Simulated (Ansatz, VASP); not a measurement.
One calculation of SiC, two programs

```
CELL_PARAMETERS angstrom
3.07900 0.00000 0.00000
-1.53950 2.66649 0.00000
0.00000 0.00000 20.14600
ATOMIC_POSITIONS crystal
Si 0.33333 0.66667 0.25011
Si 0.68382 0.34316 0.75109
Si 0.33333 0.66667 0.62500
Si 0.66667 0.33333 0.12500
Si 0.00000 0.00000 0.00010
Si 0.00000 0.00000 0.50010
Si 0.33333 0.66667 0.87518
Si 0.66667 0.33333 0.37518
C 0.33333 0.66667 0.96891
C 0.66667 0.33333 0.46891
C 0.00000 0.00000 0.09387
C 0.00000 0.00000 0.59387
C 0.33333 0.66667 0.34412
C 0.66667 0.33333 0.84412
C 0.33333 0.66667 0.71872
C 0.66667 0.33333 0.21872
```

Alike in both runs: task electric field gradients; functional PBE; k mesh 10 × 10 × 2; occupations fermi-dirac, width 0.02 eV; no spin polarisation.

```csv
,VASP,Ansatz
version,VASP 6.6.1,Ansatz 0.2.0
potentials or method,"VASP PAW PBE potentials, release 64 (Si, C)","plane-wave PAW, scalar-relativistic"
plane-wave cutoff (eV),520,420
valence electrons in the cell,64,64
```

```tsv
	VASP	Ansatz	Ansatz less VASP
gap on the k mesh at the Fermi level (eV)	1.69	1.69	+0.002
pressure (GPa)	3.4	3.4	+0.04
traceless stress, the component that is largest in VASP (GPa)	0.27	0.27	0.000
rms of the force components (eV/Å)	0.204	0.204	+0.0001
size of Vzz on the site where it differs most (V/Å²)	13.5	12.5	-1.03
```

Atom by atom the forces differ by 0.002 eV/Å (rms over components). The functional is the same, so the differences come from potentials, cutoffs and numerics.
